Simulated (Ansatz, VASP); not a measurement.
One calculation of NbZn3, two programs

INCAR

```
PREC     = Accurate       # precision mode
ENCUT    = 600            # plane-wave cutoff, eV
EDIFF    = 1E-7           # SCF threshold, eV
ISMEAR   = 0              # smearing method
SIGMA    = 0.1            # smearing width, eV
LREAL    = F              # projectors in reciprocal space
LASPH    = T              # aspherical terms in the spheres
NELM     = 60             # most SCF steps
ALGO     = Fast           # electronic algorithm
ISIF     = 3              # what is computed and relaxed
LWAVE    = F              # write WAVECAR
LCHARG   = F              # write CHGCAR
IBRION   = 2              # ionic algorithm
NSW      = 70             # ionic steps
EDIFFG   = -0.005         # ionic threshold
```

File KPOINTS:

```
regular mesh
0
Gamma
  10 10 10
```

Contents of POSCAR:

```
NbZn3
1.0
    3.9376717339      0.0000000000      0.0000000000
    0.0000000000      3.9376717339      0.0000000000
    0.0000000000      0.0000000000      3.9376717339
Nb Zn
1 3
Direct
    0.0000000000      0.0000000000      0.0000000000
    0.0000000000      0.5000000000      0.5000000000
    0.5000000000      0.0000000000      0.5000000000
    0.5000000000      0.5000000000      0.0000000000
```

Input for Ansatz:

```yaml
crystal:
  lattice:
    - [3.9376717339, 0.0, 0.0]
    - [0.0, 3.9376717339, 0.0]
    - [0.0, 0.0, 3.9376717339]
  atoms:
    - { symbol: Nb, position: [0.0, 0.0, 0.0] }
    - { symbol: Zn, position: [0.0, 0.5, 0.5] }
    - { symbol: Zn, position: [0.5, 0.0, 0.5] }
    - { symbol: Zn, position: [0.5, 0.5, 0.0] }
basis:
  ecutwfc: 420
kpoints:
  mp_grid: { grid: [10, 10, 10] }
hamiltonian:
  xc: lda
scf:
  occupations: { method: gaussian, width: 0.1 }
output:
  forces: true
  stress: true
  eigenvalues: true
relax:
  adjacent_minimum: "off"
  f_tol: 0.005
  max_steps: 50
  cell: { stress_tol: 0.05 }
```

Alike in both runs: task relaxation of cell and atoms; functional LDA; k mesh 10 × 10 × 10; occupations gaussian, width 0.1 eV; no spin polarisation.

|  | VASP | Ansatz |
| --- | --- | --- |
| version | VASP 6.6.1 | Ansatz 0.2.0 |
| potentials or method | VASP PAW LDA potentials, release 64 (Nb_sv, Zn), cutoff 600 eV | scalar-relativistic, plane waves, PAW |
| valence electrons in the cell | 49 | 49 |

```csv
,VASP,Ansatz,Ansatz less VASP
"gap on the k mesh at the Fermi level, each at its own relaxed structure (eV)",none,none,-
relaxed volume (Å³/atom),14.18,14.13,-0.052
relaxed length of the cell vector where the two differ most in proportion (Å),3.842,3.837,-0.0047
```

LDA's correlation is that of Perdew and Zunger in VASP and of Perdew and Wang (1992) in Ansatz. A gap of «none» marks a metal or a gap that the smearing closes.
